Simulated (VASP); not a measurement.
Write the native input for VASP 6.6.1 that does the following.

```
Task                   : electric field gradients
Functional             : PBE
Potentials or basis    : VASP PAW PBE potentials, release 64 (Se)
Cutoff                 : 520 eV
k mesh                 : 8 × 8 × 6
Occupations            : fermi-dirac, width 0.03 eV
Spin                   : no spin polarisation
Dipole correction      : no
Further INCAR settings : ALGO = Normal; EDIFF = 1e-08; NBANDS = 16
```

The structure of Se lies in POSCAR:

```
Se
1.0
    4.3551696776      0.0435516968      0.0435516968
   -2.1398679630      3.7499117302      0.0159410274
    0.0494945000      0.0494945000      4.9494500000
Se
3
Direct
    0.2170000000      0.0000000000      0.1666666667
    0.0000000000      0.2170000000      0.8333333333
    0.7830000000      0.7830000000      0.5000000000
```

This cell differs from its parent crystal: equal xy, yz and zx shear strains of +2 %.

One way to write it, as run:

INCAR

```
ALGO = Normal
EDIFF = 1E-8
ENCUT = 520
GGA = PE
ISIF = 2
ISMEAR = -1
LASPH = T
LCHARG = F
LEFG = T
LREAL = F
LWAVE = F
NBANDS = 16
NELM = 100
PREC = Accurate
SIGMA = 0.03
```

KPOINTS

```
k-points
0
Gamma
  8 8 6
```

Potentials or basis: VASP PAW PBE potentials, release 64 (Se).

The run is started by

```bash
$ cat potpaw_PBE.64/Se/POTCAR > POTCAR
$ mpirun -np 1 vasp_std > vasp.out
```

Results of the run:

```yaml
Pressure: 5.7 GPa
Largest_force: 1.331 eV/Å
Band_gap_on_the_k_mesh: 1.04 eV (least direct gap 1.16 eV)
Largest_electric_field_gradient_by_atom: Se -482.2, -504.9, -491.1 V/Å²
```

Caveat: the cell differs from its parent crystal (equal xy, yz and zx shear strains of +2 %); the cell stands under pressure; without QUAD_EFG the Cq values of the log hold for a quadrupole moment of 1 mb, not for the nuclei; forces of over 1 eV/Å act on the atoms, so gaps and moduli don't describe the material at rest.

It took 2.7 min on 1 thread of AMD EPYC 7R13 Processor (Zen 3), on a shared host, peak memory 0.3 GiB.
